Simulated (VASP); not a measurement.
Ba, 4 atoms in the cell. It takes space group P6_3/mmc (No. 194, hexagonal). The conventional cell has a = 4.298 Å, b = 4.298 Å, c = 13.993 Å, α = 90.00°, β = 90.00°, γ = 120.00°. Ba (site symmetry -3m) has 12 Ba at 4.29 to 4.30 Å within 5.6 Å. Within 5.6 Å of Ba (site symmetry -6m2) lie 12 Ba at 4.29 to 4.30 Å. This isn't the form of Ba at room conditions, which is bcc.

* Program: VASP 6.6.1
* Task: single point
* Functional: LDA
* Potentials or basis: VASP PAW LDA potentials, release 64 (Ba_sv)
* Cutoff: 520 eV
* k mesh: 10 × 10 × 3
* Occupations: fermi-dirac, width 0.1 eV
* Spin: no spin polarisation
* Dipole correction: no
* Further INCAR settings: ALGO = Normal; EDIFF = 1e-06; NBANDS = 28

Potentials or basis: VASP PAW LDA potentials, release 64 (Ba_sv).

Launch:

```console
$ cat potpaw_LDA.64/Ba_sv/POTCAR > POTCAR
$ mpirun -np 1 vasp_std > vasp.out
```

Hardware: 1 thread of Oxide Virtual Turin-like Processor (shared host).

How long does it take, and how much memory?

Run time: 110 s on 1 thread of Oxide Virtual Turin-like Processor, on a shared host, peak memory 0.29 GiB. Counts: scf iterations 10, k points 28.
